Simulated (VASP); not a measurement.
Wanted: the native input for a VASP 6.6.1 run.

- Task: single point
- Functional: PBE
- Potentials or basis: VASP PAW PBE potentials, release 64 (Fe)
- Cutoff: 520 eV
- k mesh: 17 × 17 × 5
- Occupations: fermi-dirac, width 0.1 eV
- Spin: no spin polarisation
- Dipole correction: no
- Further INCAR settings: ALGO = Normal; EDIFF = 1e-06; NBANDS = 24

The structure of Fe lies in POSCAR:

```
Fe
1.0
    2.4178993481      0.0000000000      0.0000000000
   -1.2089496741      2.0939622592      0.0000000000
    0.0000000000      0.0000000000      7.7827644502
Fe
4
Direct
    1.0000000000      1.0000000000      0.0000000000
    0.0000000000      0.0000000000      0.5000000000
    0.3333333333      0.6666666667      0.2500000000
    0.6666666667      0.3333333333      0.7500000000
```

This cell differs from its parent crystal: volume scaled by 0.96.

One way to write it, as run:

INCAR

```
SYSTEM = Fe
PREC = Accurate ; ENCUT = 520
EDIFF = 1E-6 ; ISMEAR = -1
SIGMA = 0.1 ; LREAL = .FALSE.
LASPH = .TRUE. ; NELM = 100
ALGO = Normal ; ISIF = 2
LWAVE = .FALSE. ; LCHARG = .TRUE.
GGA = PE ; LELF = .TRUE.
LVHAR = .TRUE. ; NBANDS = 24
```

KPOINTS

```
Automatic mesh
0
G
  17 17 5
  0 0 0
```

Potentials or basis: VASP PAW PBE potentials, release 64 (Fe).

The run is started by

```bash
$ cat potpaw_PBE.64/Fe/POTCAR > POTCAR
$ mpirun -np 1 vasp_std > vasp.out
```

Results of the run:

The pressure is 12.0 GPa and the band gap on the k mesh is zero (band 16 reaches 8.25 eV, above the bottom of band 17 at 6.44 eV).

Caveat: the run has no spin polarisation, though such a crystal can be magnetic.

Wall time 49 s on 1 thread of Intel(R) Xeon(R) 6975P-C (Granite Rapids), on a shared host, peak memory 0.2 GiB.
